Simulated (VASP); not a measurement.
The system is Ga3As2N.

```
CELL_PARAMETERS angstrom
3.40164 0.00000 0.00000
-1.70082 2.94591 0.00000
0.00000 0.00000 9.69324
ATOMIC_POSITIONS crystal
Ga 0.33333 0.66667 0.62114
Ga 0.66667 0.33333 0.37886
Ga 0.00000 0.00000 0.00000
As 0.66667 0.33333 0.82147
As 0.33333 0.66667 0.17853
N 0.00000 0.00000 0.50000
```

| Item | Value |
| --- | --- |
| Program | VASP 6.6.1 |
| Task | relaxation of cell and atoms |
| Functional | PBE |
| Potentials or basis | VASP PAW PBE potentials, release 64 (Ga_d, As, N) |
| Cutoff | 600 eV |
| k mesh | 12 × 12 × 4 |
| Occupations | gaussian, width 0.1 eV |
| Spin | no spin polarisation |

At the start: pressure 0.3 GPa; volume 16.19 Å³/atom.

**Question.** Where does the relaxation end?

**Answer.** Over 10 steps the energy falls by 3.7 meV/atom and the volume is 16.23 Å³/atom (+0.2 %); space group P-3m1 (No. 164, to 0.1 Å) before and after.

The path:
```
step  energy change (eV)  largest force (eV/Å)  pressure (GPa)  volume (Å³)
   1              0.0000                0.0970            0.32        97.14
   2             -0.0149                0.0834           -0.09        97.59
   3             -0.0201                0.0635           -0.46        97.98
   4             -0.0202                0.0599           -0.55        98.04
   5             -0.0216                0.0461            0.21        97.18
   6             -0.0217                0.0462            0.05        97.35
   7             -0.0220                0.0235            0.03        97.34
   8             -0.0221                0.0131            0.03        97.34
   9             -0.0221                0.0059           -0.12        97.40
  10             -0.0221                0.0084            0.03        97.38
```

Final structure:
```
CELL_PARAMETERS angstrom
3.44096 0.00000 0.00000
-1.72048 2.97996 0.00000
0.00000 0.00000 9.49667
ATOMIC_POSITIONS crystal
Ga 0.33333 0.66667 0.62295
Ga 0.66667 0.33333 0.37705
Ga 0.00000 0.00000 0.00000
As 0.66667 0.33333 0.82117
As 0.33333 0.66667 0.17883
N 0.00000 0.00000 0.50000
```
